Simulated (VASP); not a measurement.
Here is a VASP 6.6.1 calculation.

Contents of POSCAR:

```
BN
1.0
    0.0000000000      3.2928550384      2.1632762179
    1.2509583998      0.0000000000      2.1632762179
    1.2509583998      3.2928550384      0.0000000000
B N
1 1
Direct
    0.0001138443      0.0001138443      0.9998861557
    0.6665861457      0.6665861457      0.3334138543
```

The input INCAR.step1:

```
PREC = Accurate
ENCUT = 520
EDIFF = 1E-5
ISMEAR = 0
SIGMA = 0.01
LREAL = False
LASPH = True
NELM = 100
ALGO = Normal
ISIF = 2
LWAVE = True
LCHARG = False
GGA = PE
NBANDS = 11
```

The input INCAR.step2:

```
PREC = Accurate
ENCUT = 520
EDIFF = 1E-6
ISMEAR = 0
SIGMA = 0.01
LREAL = False
LASPH = True
NELM = 100
ALGO = Normal
ISIF = 2
LWAVE = False
LCHARG = False
GGA = PE
LHFCALC = True
AEXX = 0.25
PRECFOCK = Normal
ISTART = 1
NBANDS = 11
```

The input KPOINTS:

```
Automatic mesh
0
Gamma
  8 8 8
```

Potentials or basis: VASP PAW PBE potentials, release 64 (B, N).

Command:

```sh
$ cat potpaw_PBE.64/B/POTCAR potpaw_PBE.64/N/POTCAR > POTCAR
$ cp INCAR.step1 INCAR
$ mpirun -np 1 vasp_std > vasp.out
$ cp INCAR.step2 INCAR
$ mpirun -np 1 vasp_std > vasp.out
```

(1) What does it give for the band gap on the k mesh?

(2) Estimate the largest force.

(3) Predict the pressure.

Results:

(1) 5.43 eV (least direct gap 6.92 eV).

(2) 0.003 eV/Å.

(3) -0.3 GPa.

Caveat: the PAW data sets were made with another functional, which shifts forces and pressure a little.
